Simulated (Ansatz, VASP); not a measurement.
## WSe2: VASP beside Ansatz

```
W Se
1.0
     3.35452    0.00000    0.00000
    -1.67726    2.90510    0.00000
     0.00000    0.00000   13.22438
W Se
2 4
Direct
  0.33333 0.66667 0.25000
  0.66667 0.33333 0.75000
  0.33333 0.66667 0.62100
  0.66667 0.33333 0.12100
  0.33333 0.66667 0.87900
  0.66667 0.33333 0.37900
```

Change from the starting cell: volume scaled by 1.06.

Alike in both runs: task single point; functional PBE; k mesh 11 × 11 × 3; occupations fermi-dirac, width 0.08 eV; no spin polarisation.

|  | VASP | Ansatz |
| --- | --- | --- |
| version | VASP 6.6.1 | Ansatz 0.2.0 |
| potentials or method | VASP PAW PBE potentials, release 64 (W_sv, Se), cutoff 520 eV | all-electron LAPW, scalar-relativistic |

```tsv
	VASP	Ansatz	Ansatz less VASP
pressure (GPa)	-3.6	-3.8	-0.19
traceless stress, the component that is largest in VASP (GPa)	-0.18	-0.25	-0.067
rms of the force components (eV/Å)	0.321	0.336	+0.0154
```

Atom by atom the forces differ by 0.015 eV/Å (rms over components). Ansatz ran all-electron here, and VASP with PAW potentials.

Spin-orbit coupling is off throughout.
